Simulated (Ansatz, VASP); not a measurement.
## BiTe: VASP beside Ansatz

INCAR

```
PREC = Accurate
ENCUT = 520
EDIFF = 1E-6
ISMEAR = -1
SIGMA = 0.08
LREAL = F
LASPH = T
NELM = 80
ALGO = Normal
ISIF = 2
LWAVE = F
LCHARG = T
LELF = T
LVHAR = T
NBANDS = 18
```

KPOINTS

```
regular mesh
0
Gamma
  10 10 10
```

POSCAR

```
BiTe
1.0
    0.0000000000      3.1912784242      3.1912784242
    3.1912784242      0.0000000000      3.1912784242
    3.1912784242      3.1912784242      0.0000000000
Bi Te
1 1
Direct
    0.0000000000      0.0000000000      0.0000000000
    0.5000000000      0.5000000000      0.5000000000
```

Input for Ansatz:

```yaml
crystal:
  lattice:
    - [0.0, 3.1912784242, 3.1912784242]
    - [3.1912784242, 0.0, 3.1912784242]
    - [3.1912784242, 3.1912784242, 0.0]
  atoms:
    - { symbol: Bi, position: [0.0, 0.0, 0.0] }
    - { symbol: Te, position: [0.5, 0.5, 0.5] }
kpoints:
  mp_grid: { grid: [10, 10, 10] }
  band_path:
    path:
      - [0.0, 0.0, 0.0]
      - [0.5, 0.0, 0.5]
      - [0.625, 0.25, 0.625]
      - [0.375, 0.375, 0.75]
      - [0.0, 0.0, 0.0]
      - [0.5, 0.5, 0.5]
      - [0.5, 0.25, 0.75]
      - [0.5, 0.0, 0.5]
    npoints: 5
scf:
  occupations: { method: fermi_dirac, width: 0.08 }
hamiltonian:
  xc: lda
  pseudopotentials: { kind: all_electron, lapw: { basis_error: 0.0005 } }
output:
  forces: true
  stress: true
  eigenvalues: true
```

Change from the starting cell: volume scaled by 0.96.

Alike in both runs: task single point; functional LDA; k mesh 10 × 10 × 10; occupations fermi-dirac, width 0.08 eV; no spin polarisation.

```csv
,VASP,Ansatz
version,VASP 6.6.1,Ansatz 0.2.0
potentials or method,"VASP PAW LDA potentials, release 64 (Bi_d, Te), cutoff 520 eV","all-electron LAPW, scalar-relativistic"
```

Ansatz gave:

| Item | Value |
| --- | --- |
| pressure (GPa) | -0.8 |

**Question.** What did VASP give for the same quantities?

**Answer.** Pressure (GPa): -0.7.

LDA's correlation is that of Perdew and Zunger in VASP and of Perdew and Wang (1992) in Ansatz. Ansatz ran all-electron here, and VASP with PAW potentials.

Spin-orbit coupling is off throughout.
